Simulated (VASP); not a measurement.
**MgO: electric field gradients with PBEsol**

**What was measured.**

From “Electronic structure of alkaline earth and post-transition metal oxides”, 2009, arxiv:0908.1581, for a bulk crystal of MgO: band gap 7.83 eV.

Crystal: MgO.

```
Mg O
1.0
     0.00000    2.10709    2.10709
     2.10709    0.00000    2.10709
     2.10709    2.10709    0.00000
Mg O
1 1
Cartesian
  0.0000 0.0000 0.0000
  2.1071 2.1071 2.1071
```

| Property | Result |
| --- | --- |
| Program | VASP 6.6.1 |
| Task | electric field gradients |
| Functional | PBEsol |
| Potentials or basis | VASP PAW PBE potentials, release 64 (Mg, O) |
| Cutoff | 520 eV |
| k mesh | 14 × 14 × 14 |
| Occupations | gaussian, width 0.05 eV |
| Spin | no spin polarisation |
| Dipole correction | no |
| Further INCAR settings | ALGO = Normal; EDIFF = 1e-08; NBANDS = 11 |

The pressure is -0.5 GPa. The band gap on the k mesh is 4.62 eV, direct.

Levels at points of the mesh, in eV from the valence-band top:
```
           k point  band 2  band 3  band 4  band 5  band 6  band 7
(0.00, 0.00, 0.00)    0.00    0.00    0.00    4.62   15.62   15.62
(0.50, 0.00, 0.00)   -4.67   -0.66   -0.66    7.74   12.49   16.16
(0.50, 0.50, 0.00)   -4.14   -1.36   -1.36    8.92    9.86   12.96
```

Run time: 12 s on 1 thread of AMD EPYC 9R45 96-Core Processor (Zen 5), with other jobs on the host, peak memory 0.12 GiB.

Measured gap of MgO: 7.83 eV (quoted in “Electronic structure of alkaline earth and post-transition metal oxides”, 2009, arxiv:0908.1581). This calculation gives 4.62 eV (-3.21 eV). The value is that of PBEsol on a finite k mesh, which can miss the band edges, without temperature or zero-point motion. Semilocal functionals fall short of measured gaps as a rule.

Caveat: without QUAD_EFG the Cq values of the log hold for a quadrupole moment of 1 mb, not for the nuclei; the PAW data sets were made with another functional, which shifts forces and pressure a little.
